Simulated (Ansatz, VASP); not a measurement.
# Ge in VASP and in Ansatz

```
CELL_PARAMETERS angstrom
12.80000 0.00000 0.00000
0.00000 13.10000 0.00000
0.00000 0.00000 13.40000
ATOMIC_POSITIONS crystal
Ge 0.44903 0.40345 0.54979
Ge 0.59229 0.67241 0.41530
Ge 0.45384 0.54749 0.40216
Ge 0.58794 0.41424 0.67167
Ge 0.60379 0.54754 0.54774
Ge 0.32584 0.41211 0.41324
```

Alike in both runs: functional PBEsol; k mesh 1 × 1 × 1; occupations gaussian, width 0.05 eV; collinear spin.

Ansatz relaxed the structure, and its values are those at the end. VASP's run is a single point on that final structure, the one shown.

|  | VASP | Ansatz |
| --- | --- | --- |
| version | VASP 6.6.1 | Ansatz 0.2.0 |
| potentials or method | VASP PAW PBE potentials, release 64 (Ge_d), cutoff 520 eV | scalar-relativistic, plane waves, PAW |
| valence electrons in the cell | 84 | 84 |

```csv
,VASP,Ansatz,Ansatz less VASP
gap on the k mesh at the Fermi level (eV),0.63,0.63,+0.001
rms of the force components (eV/Å),0.003,0.004,+0.0011
net moment per atom (μB),0.33,0.33,0.000
size of the moment on the site where the two differ most (μB),0.17,0.12,-0.050
```

VASP's potentials were made for PBE, not for PBEsol. Site moments also hang on the region over which each program counts them. The functional is the same, so the differences come from potentials, cutoffs and numerics. Ansatz's warnings: xc potential rough in thin density.
